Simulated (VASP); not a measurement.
AsRu, 8 atoms in the cell. Symmetry: Pnma, No. 62, orthorhombic system. Conventional cell: a = 5.717 Å, b = 3.454 Å, c = 6.390 Å, α = 90.00°, β = 90.00°, γ = 90.00°. Within 3.3 Å of As (site symmetry m) lie 6 Ru at 2.47 to 2.62 Å and 2 As at 3.00 Å. Within 3.3 Å of Ru (site symmetry m) lie 6 As at 2.47 to 2.62 Å and 4 Ru at 2.92 to 3.13 Å. 

| Quantity | Value |
| --- | --- |
| Program | VASP 6.6.1 |
| Task | single point |
| Functional | PBEsol |
| Potentials or basis | VASP PAW PBE potentials, release 64 (As, Ru_pv) |
| Cutoff | 520 eV |
| k mesh | 6 × 10 × 6 |
| Occupations | gaussian, width 0.1 eV |
| Spin | no spin polarisation |
| Dipole correction | no |
| Further INCAR settings | ALGO = Normal; EDIFF = 1e-07; NBANDS = 48 |

Potentials or basis: VASP PAW PBE potentials, release 64 (As, Ru_pv).

Command:

```sh
$ cat potpaw_PBE.64/As/POTCAR potpaw_PBE.64/Ru_pv/POTCAR > POTCAR
$ mpirun -np 1 vasp_std > vasp.out
```

Hardware: 1 thread of Intel(R) Xeon(R) Platinum 8259CL CPU @ 2.50GHz (Skylake/Cascade Lake), on a shared host.

Q: Estimate the wall time of this run.

A: Wall time 8.4 min on 1 thread of Intel(R) Xeon(R) Platinum 8259CL CPU @ 2.50GHz (Skylake/Cascade Lake), on a shared host, peak memory 0.54 GiB. Counts: scf iterations 16, k points 96.
